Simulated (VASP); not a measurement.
**SiC: single point with PBEsol**

SiC:

```
Si C
1.0
     0.00000    2.36172    1.84214
     2.36172    0.00000    1.84214
     2.36172    2.36172    0.00000
Si C
1 1
Direct
  0.00000 0.00000 0.00000
  0.75000 0.75000 0.75000
```

This cell differs from its parent crystal: ratio of the length along z to the lengths across it x 0.78, volume and fractional coordinates fixed.

```json
{
  "Program": "VASP 6.6.1",
  "Task": "single point",
  "Functional": "PBEsol",
  "Potentials or basis": "VASP PAW PBE potentials, release 64 (Si, C)",
  "Cutoff": "520 eV",
  "k mesh": "12 × 12 × 12",
  "Occupations": "gaussian, width 0.05 eV",
  "Spin": "no spin polarisation",
  "Dipole correction": "no",
  "Further INCAR settings": "ALGO = Normal; EDIFF = 1e-07; NBANDS = 11"
}
```

```yaml
Pressure: -3.6 GPa
Band_gap_on_the_k_mesh: zero (band 4 reaches 9.19 eV, above the bottom of band 5 at 8.56 eV)
```

Stress tensor (GPa, compression positive):
```
-16.28   0.00   0.00
  0.00 -16.28   0.00
  0.00   0.00  21.90
```

Levels at points of the mesh, in eV from the Fermi level:
| k point | band 1 | band 2 | band 3 | band 4 | band 5 | band 6 | band 7 | band 8 | band 9 |
| --- | --- | --- | --- | --- | --- | --- | --- | --- | --- |
| (0.00, 0.00, 0.00) | -16.19 | -0.97 | -0.97 | 0.26 | 5.35 | 6.40 | 7.15 | 7.15 | 10.26 |
| (0.50, 0.00, 0.00) | -12.38 | -9.25 | -2.93 | -0.80 | 2.89 | 4.78 | 9.80 | 10.28 | 13.57 |
| (0.50, 0.50, 0.00) | -9.78 | -6.34 | -5.48 | -5.48 | -0.37 | 0.64 | 12.58 | 12.58 | 15.76 |
| (0.50, 0.00, 0.50) | -11.64 | -9.53 | -2.83 | -2.58 | 1.79 | 5.17 | 9.90 | 11.58 | 14.49 |

It took 18 s on 1 thread of Intel(R) Xeon(R) 6975P-C (Granite Rapids), on a shared host, peak memory 0.16 GiB.

Caveat: the PAW data sets were made with another functional, which shifts forces and pressure a little.
